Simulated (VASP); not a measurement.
Set up this calculation in VASP 6.6.1, as the native input.

```yaml
Task: single point
Functional: PBE
Potentials_or_basis: VASP PAW PBE potentials, release 64 (Al, P)
Cutoff: 500 eV
k_mesh: 6 × 6 × 6
Occupations: gaussian, width 0.1 eV
Spin: no spin polarisation
Dipole_correction: no
Further_INCAR_settings: ALGO = Normal; EDIFF = 1e-06; NBANDS = 11
```

The structure of AlP lies in POSCAR:

```
AlP
1.0
    0.0000000000      2.7465138816      2.7465138816
    2.7465138816      0.0000000000      2.7465138816
    2.7465138816      2.7465138816      0.0000000000
Al P
1 1
Direct
    0.0000000000      0.0000000000      0.0000000000
    0.7500000000      0.7500000000      0.7500000000
```

These files were run (other wordings do the same):

INCAR

```
SYSTEM = AlP
PREC     = Accurate       ! precision mode
ENCUT    = 500            ! plane-wave cutoff, eV
EDIFF    = 1E-6           ! SCF threshold, eV
ISMEAR   = 0              ! smearing method
SIGMA    = 0.1            ! smearing width, eV
LREAL    = .FALSE.        ! projectors in reciprocal space
LASPH    = .TRUE.         ! aspherical terms in the spheres
NELM     = 120            ! most SCF steps
ALGO     = Normal         ! electronic algorithm
ISIF     = 2              ! what is computed and relaxed
LWAVE    = .FALSE.        ! write WAVECAR
LCHARG   = .TRUE.         ! write CHGCAR
GGA      = PE             ! functional
LELF     = .TRUE.         ! ELF
LVHAR    = .TRUE.       
NBANDS   = 11             ! bands
GGA_COMPAT= .FALSE.
```

KPOINTS

```
Automatic mesh
0
G
  6 6 6
  0 0 0
```

Potentials or basis: VASP PAW PBE potentials, release 64 (Al, P).

Run with:

```console
$ cat potpaw_PBE.64/Al/POTCAR potpaw_PBE.64/P/POTCAR > POTCAR
$ mpirun -np 1 vasp_std > vasp.out
```

It gave:

| Quantity | Value |
| --- | --- |
| Pressure | 0.6 GPa |
| Band gap on the k mesh | 1.61 eV, indirect (least direct gap 3.15 eV) |

It used 6.9 s of CPU time on 1 thread of Intel Xeon 6975P-C, with other jobs on the host.
